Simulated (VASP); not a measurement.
# TaN (Amm2) in VASP: a series of runs

Runs on TaN. Level: PBEsol. Tasks: single point.

Program: VASP 6.6.1. These are calculated values, not measurements. Logs are shortened: lines on timing, memory, paths and dates and some standing lists are left out, and cuts for length are marked.

### Step 1. The cell of the first run

It takes space group Amm2 (No. 38, orthorhombic). Conventional cell: a = 2.883 Å, b = 2.938 Å, c = 4.987 Å, α = 90.00°, β = 90.00°, γ = 90.00°. Ta (site symmetry mm2) has 6 N at 2.20 to 2.22 Å and 8 Ta at 2.88 to 2.94 Å within 3.0 Å. Within 3.0 Å of N (site symmetry mm2) lie 6 Ta at 2.20 to 2.22 Å and 8 N at 2.88 to 2.94 Å.

### Step 2. Single point, PBEsol (strain -0.0200 x Voigt [0, 1, 0, 0, 0, 0])

Contents of INCAR:

```
PREC = Accurate
ENCUT = 520
EDIFF = 1E-6
ISMEAR = 0
SIGMA = 0.15
LREAL = F
LASPH = T
NELM = 80
ALGO = Normal
ISIF = 2
LWAVE = F
LCHARG = F
GGA = PS
NBANDS = 15
```

Contents of KPOINTS:

```
regular mesh
0
Gamma
  18 18 16
```

Contents of POSCAR:

```
TaN
1.0
    2.9379988584      0.0000000000      0.0000000000
   -1.4689994292      2.4934940147      0.0000000000
    0.0000000000      0.0000000000      2.8830000000
Ta N
1 1
Direct
    0.3333333333      0.6666666667      0.5000000000
    0.0000000000      0.0000000000      0.0000000000
```

Potentials or basis: VASP PAW PBE potentials, release 64 (Ta_pv, N).

Run with:

```console
> cat potpaw_PBE.64/Ta_pv/POTCAR potpaw_PBE.64/N/POTCAR > POTCAR
> mpirun -np 1 vasp_std > vasp.out
```

OUTCAR:

```text
PREC = Accurate
   ENCUT = 520
   EDIFF = 1E-6
   ISMEAR = 0
   LREAL = F
   LASPH = T
   NELM = 80
   ISIF = 2
   GGA = PS

 ion  position               nearest neighbor table
   1  0.333  0.667  0.500-   2 2.20   2 2.20   2 2.22   2 2.22   2 2.22   2 2.22
   2  0.000  0.000  0.000-   1 2.20   1 2.20   1 2.22   1 2.22   1 2.22   1 2.22

  Warning from LATTYP: Monoclinic adjustment (A1->A3, A2->A1, A3->A2)!
  LATTYP: Found a base centered orthorhombic cell.
 ALAT       =     2.9379988584
 B/A-ratio  =     1.6974097914
 C/A-ratio  =     0.9812801635

  Lattice vectors:

 A1 = (   1.4689994292,  -2.4934940147,   0.0000000000)
 A2 = (   1.4689994292,   2.4934940147,   0.0000000000)
 A3 = (   0.0000000000,   0.0000000000,   2.8830000000)

Analysis of symmetry for initial positions (statically):
=====================================================================
 Subroutine PRICEL returns:
 Original cell was already a primitive cell.

 Routine SETGRP: Setting up the symmetry group for a
 base centered orthorhombic supercell.

 Subroutine GETGRP returns: Found  4 space group operations
 (whereof  4 operations were pure point group operations)
 out of a pool of  8 trial point group operations.

The static configuration has the point symmetry C_2v.

Analysis of symmetry for dynamics (positions and initial velocities):
=====================================================================
 Subroutine PRICEL returns:
 Original cell was already a primitive cell.

 Routine SETGRP: Setting up the symmetry group for a
 base centered orthorhombic supercell.

 Subroutine GETGRP returns: Found  4 space group operations
 (whereof  4 operations were pure point group operations)
 out of a pool of  8 trial point group operations.

The dynamic configuration has the point symmetry C_2v.

 Subroutine INISYM returns: Found  4 space group operations
 (whereof  4 operations are pure point group operations),
 and found     1 'primitive' translations

----------------------------------------------------------------------------------------

                                     Primitive cell

  volume of cell :      21.1205

  direct lattice vectors                    reciprocal lattice vectors
     2.937998858  0.000000000  0.000000000     0.340367729  0.200521837  0.000000000
    -1.468999429  2.493494015  0.000000000     0.000000000  0.401043674  0.000000000
     0.000000000  0.000000000  2.883000000     0.000000000  0.000000000  0.346860909

[... 88 lines left out ...]
   NFREE  =      0    steps in history (QN), initial steepest desc. (CG)
   ISIF   =      2    stress and relaxation
   ISYM   =      2    0-nonsym 1-usesym 2-fastsym
   POTIM  = 0.5000    time-step for ionic-motion
   TEBEG  =    0.0;   TEEND  =   0.0 temperature during run
   PSTRESS=    0.0 pullay stress
   NELECT =      16.0000    total number of electrons
   NUPDOWN=      -1.0000    fix difference up-down
   EMIN   =  10.00;   EMAX   =-10.00  energy-range for DOS
   EFERMI =   0.00;   METHOD = LEGACY
   ISMEAR =     0;   SIGMA  =   0.15  broadening in eV -4-tet -1-fermi 0-gaus
   EFERMI_NEDOS =   21; number of points for ismear=-14 and -15
   IALGO  =     38    algorithm
   IMIX   =      4    mixing-type and parameters
     AMIX     =   0.40;   BMIX     =  1.00
     AMIX_MAG =   1.60;   BMIX_MAG =  1.00
  volume/ion in A,a.u.               =      10.56        71.26
  Fermi-wavevector in a.u.,A,eV,Ry     =   1.492382  2.820193 30.302945  2.227204
  Thomas-Fermi vector in A             =   2.604917
   LORBIT       =      0    0 simple, 1 ext, 2 COOP (PROOUT), +10 PAW based schemes
   GGA     = PS    functional components
   LHFCALC =     F    Hartree Fock is set to
   AEXX    =    0.0000 exact exchange contribution
   IVDW    =     0    specifies the selected vdW correction
   LEPSILON=     F    determine dielectric tensor
   LRPA    =     F    only Hartree local field effects (RPA)
 non-spin polarized calculation
 Gauss-broadening in eV      SIGMA  =   0.15
  energy-cutoff  :      520.00
  volume of cell :       21.12
 maximum number of plane-waves:       589
 NGX is ok and might be reduce to    24
   NGX = 11   NGY = 11   NGZ = 11

 number of electron      15.9999999 magnetization

 Free energy of the ion-electron system (eV)
  ---------------------------------------------------
  ext. energy  EPLUGINS =         0.00000000
  ---------------------------------------------------
  free energy    TOTEN  =       -23.79541659 eV

  energy without entropy =      -23.79487375  energy(sigma->0) =      -23.79514517

 E-fermi :   8.2596     XC(G=0): -13.6173

 val. band max:        8.2473725879   @ k =   0.0000   0.0556   0.3750
 cond. band min:       8.3976181547   @ k =   0.0000   0.0000   0.5000
 fundamental gap:      0.1502455668
 Fermi energy:         8.2596481459

 k-point     1 :       0.0000    0.0000    0.0000
  band No.  band energies     occupation
      1     -26.4470      2.00000
      2     -26.1521      2.00000
      3     -26.1071      2.00000
      4      -9.5760      2.00000
      5       3.6037      2.00000
      6       3.8159      2.00000
      7       4.0000      2.00000
      8       5.3067      2.00000
      9      10.7544      0.00000
     10      11.8020      0.00000
     11      12.0747      0.00000
     12      12.3329      0.00000
     13      12.4281      0.00000
     14      21.4330      0.00000
[... 401 lines left out ...]
      2     -26.3665      2.00000
      3     -26.2600      2.00000
      4      -8.3988      2.00000
      5       1.3684      2.00000
      6       3.9179      2.00000
      7       4.4772      2.00000
      8       5.2180      2.00000
      9      10.3338      0.00000
     10      11.6787      0.00000
     11      12.5454      0.00000
     12      13.5793      0.00000
     13      13.9176      0.00000
     14      21.5710      0.00000
     15      21.8258      0.00000

 [... further k-points ...]
[... 5 lines left out ...]
  --------------------------------------------------------------------------------------
  -------------------------------------------------------------------------------------
  Total        0.0330039      1.2930482     -0.1194768      0.0000000      0.0000000      0.0000000
  in kB        2.5036344     98.0890869     -9.0633698      0.0000000      0.0000000      0.0000000
  external PRESSURE =      30.5097839 kB  Pullay stress =       0.0000000 kB

 VOLUME and BASIS-vectors are now :
 -----------------------------------------------------------------------------
  energy-cutoff  :      520.00
  volume of cell :       21.12
      direct lattice vectors                 reciprocal lattice vectors
     2.937998858  0.000000000  0.000000000     0.340367729  0.200521837  0.000000000
    -1.468999429  2.493494015  0.000000000     0.000000000  0.401043674  0.000000000
     0.000000000  0.000000000  2.883000000     0.000000000  0.000000000  0.346860909

 POSITION                                       TOTAL-FORCE (eV/Angst)
 -----------------------------------------------------------------------------------
     -0.00000      1.66233      1.44150         0.000000      0.049536      0.000000
      0.00000      0.00000      0.00000         0.000000     -0.049536      0.000000
 -----------------------------------------------------------------------------------
    total drift:                                0.000000     -0.000090     -0.000000

  FREE ENERGIE OF THE ION-ELECTRON SYSTEM (eV)
  ---------------------------------------------------
  free  energy   TOTEN  =       -23.7954165931 eV

  energy  without entropy=      -23.7948737469  energy(sigma->0) =      -23.79514517
```

OSZICAR:

```text
N       E                     dE             d eps       ncg     rms          rms(c)
DAV:   1     0.900825602974E+02    0.90083E+02   -0.87771E+03 24586   0.113E+03
DAV:   2    -0.232717811944E+02   -0.11335E+03   -0.10674E+03 29659   0.307E+02
DAV:   3    -0.261067229964E+02   -0.28349E+01   -0.28215E+01 28077   0.451E+01
DAV:   4    -0.261180603934E+02   -0.11337E-01   -0.11334E-01 32067   0.309E+00
DAV:   5    -0.261181262523E+02   -0.65859E-04   -0.65857E-04 28399   0.220E-01    0.247E+01
DAV:   6    -0.238918568314E+02    0.22263E+01   -0.34797E+00 32386   0.224E+01    0.107E+01
DAV:   7    -0.238308873181E+02    0.60970E-01   -0.56950E-01 26558   0.581E+00    0.716E+00
DAV:   8    -0.238027390608E+02    0.28148E-01   -0.14178E-01 31143   0.315E+00    0.147E+00
DAV:   9    -0.237955311454E+02    0.72079E-02   -0.14984E-02 27832   0.101E+00    0.183E-01
DAV:  10    -0.237954917177E+02    0.39428E-04   -0.10793E-03 30849   0.387E-01    0.846E-02
DAV:  11    -0.237954160136E+02    0.75704E-04   -0.96274E-05 28679   0.108E-01    0.965E-03
DAV:  12    -0.237954166472E+02   -0.63363E-06   -0.12455E-05 26264   0.315E-02    0.481E-03
DAV:  13    -0.237954165931E+02    0.54092E-07   -0.30084E-08 13545   0.178E-03
   1 F= -.23795417E+02 E0= -.23795145E+02  d E =-.542846E-03
```

Wall time 3.5 min (1 thread of Intel Xeon 8259CL, shared host); peak memory 0.37 GiB.

Results:

```
Free energy            : -23.7954 eV
Pressure               : 3.1 GPa
Largest force          : 0.050 eV/Å
Band gap on the k mesh : zero (bands 8 and 9 overlap by 0.35 eV)
```

Forces on the atoms (eV/Å):
```
Ta   0.000  0.050  0.000
N    0.000 -0.050  0.000
```

Stress tensor (GPa, compression positive):
```
 0.25  0.00  0.00
 0.00  9.81  0.00
 0.00  0.00 -0.91
```

Levels at points of the mesh, in eV from the Fermi level:
```
           k point  band 4  band 5  band 6  band 7  band 8  band 9  band 10  band 11  band 12  band 13
(0.00, 0.00, 0.00)  -17.84   -4.66   -4.44   -4.26   -2.95    2.49     3.54     3.82     4.07     4.17
(0.50, 0.00, 0.00)  -15.43   -8.39   -5.34   -3.57   -3.05    3.13     4.30     5.33     5.56     7.60
(0.00, 0.50, 0.00)  -15.37   -8.34   -5.35   -3.52   -3.20    2.94     4.26     5.27     5.62     7.65
(0.00, 0.00, 0.50)  -15.06   -9.47   -3.73   -3.65   -0.29    0.14     2.39     3.36     3.58     8.42
(0.50, 0.00, 0.50)  -15.80   -7.40   -6.24   -5.62   -0.37    4.37     5.56     6.21     7.33    10.35
(0.00, 0.50, 0.50)  -15.77   -7.43   -6.26   -5.84   -0.17    4.30     5.70     6.26     7.36    10.66
```

Caveat: the cell differs from its parent crystal (strain -0.0200 x Voigt [0, 1, 0, 0, 0, 0]); the cell stands under pressure; the PAW data sets were made with another functional, which shifts forces and pressure a little; spin-orbit coupling is left out, which moves the levels of the heavy elements.

[end of part 1 of 3]
